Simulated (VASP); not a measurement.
Wanted: the native input for a VASP 6.6.1 run.

```
Task                   : single point
Functional             : r2SCAN
Potentials or basis    : VASP PAW PBE potentials, release 64 (Ba_sv, Ti_sv, O)
Cutoff                 : 520 eV
k mesh                 : 6 × 6 × 6
Occupations            : gaussian, width 0.02 eV
Spin                   : no spin polarisation
Hubbard terms          : Ti d U = 4.0 eV
Dipole correction      : no
Further INCAR settings : ALGO = Normal; EDIFF = 1e-06; NBANDS = 28
```

Crystal: BaTiO3.

```
CELL_PARAMETERS angstrom
3.86025 0.00000 0.00000
0.00000 3.86025 0.00000
0.00000 0.00000 3.86031
ATOMIC_POSITIONS crystal
Ba 0.50000 0.50000 0.57201
Ti 0.00000 0.00000 0.07201
O 0.00000 0.50000 0.07199
O 0.50000 0.00000 0.07199
O 0.00000 0.00000 0.57199
```

The input as run:

POSCAR

```
BaTiO3
1.0
    3.8602549378      0.0000000000      0.0000000000
    0.0000000000      3.8602549378      0.0000000000
    0.0000000000      0.0000000000      3.8603105012
Ba Ti O
1 1 3
Direct
    0.5000000000      0.5000000000      0.5720135433
    0.0000000000      0.0000000000      0.0720107876
    0.0000000000      0.5000000000      0.0719922622
    0.5000000000      0.0000000000      0.0719922622
    0.0000000000      0.0000000000      0.5719881347
```

INCAR.step1

```
SYSTEM = BaTiO3
PREC = Accurate ; ENCUT = 520
ISMEAR = 0 ; SIGMA = 0.02
LREAL = .FALSE. ; LASPH = .TRUE.
NELM = 150 ; LMAXMIX = 4
LDAU = .TRUE. ; LDAUTYPE = 2
LDAUL = -1 2 -1 ; LDAUU = 0 4 0
LDAUJ = 0 0 0 ; NBANDS = 28
GGA = PE ; ALGO = Normal
EDIFF = 1E-4 ; LWAVE = .TRUE.
LCHARG = .FALSE.
```

INCAR.step2

```
SYSTEM = BaTiO3
PREC = Accurate ; ENCUT = 520
EDIFF = 1E-6 ; ISMEAR = 0
SIGMA = 0.02 ; LREAL = .FALSE.
LASPH = .TRUE. ; NELM = 150
ALGO = Normal ; ISIF = 2
LWAVE = .FALSE. ; LCHARG = .FALSE.
LMAXMIX = 4 ; LDAU = .TRUE.
LDAUTYPE = 2 ; LDAUL = -1 2 -1
LDAUU = 0 4 0 ; LDAUJ = 0 0 0
LDAUPRINT = 1 ; METAGGA = R2SCAN
LMIXTAU = .TRUE. ; NBANDS = 28
ISTART = 1
```

KPOINTS

```
regular mesh
0
G
  6 6 6
  0 0 0
```

Potentials or basis: VASP PAW PBE potentials, release 64 (Ba_sv, Ti_sv, O).

Launch:

```console
$ cat potpaw_PBE.64/Ba_sv/POTCAR potpaw_PBE.64/Ti_sv/POTCAR potpaw_PBE.64/O/POTCAR > POTCAR
$ cp INCAR.step1 INCAR
$ mpirun -np 1 vasp_std > vasp.out
$ cp INCAR.step2 INCAR
$ mpirun -np 1 vasp_std > vasp.out
```

Results of the run:

| Property | Result |
| --- | --- |
| Pressure | 30.7 GPa |
| Largest force | 0.007 eV/Å |
| Band gap on the k mesh | 2.95 eV, indirect (least direct gap 3.02 eV) |

Caveat: the PAW data sets were made with another functional, which shifts forces and pressure a little; spin-orbit coupling is left out, which moves the levels of the heavy elements.

Run time: 2.2 min on 1 thread of Intel(R) Xeon(R) 6975P-C (Granite Rapids), with other jobs on the host, peak memory 0.21 GiB.
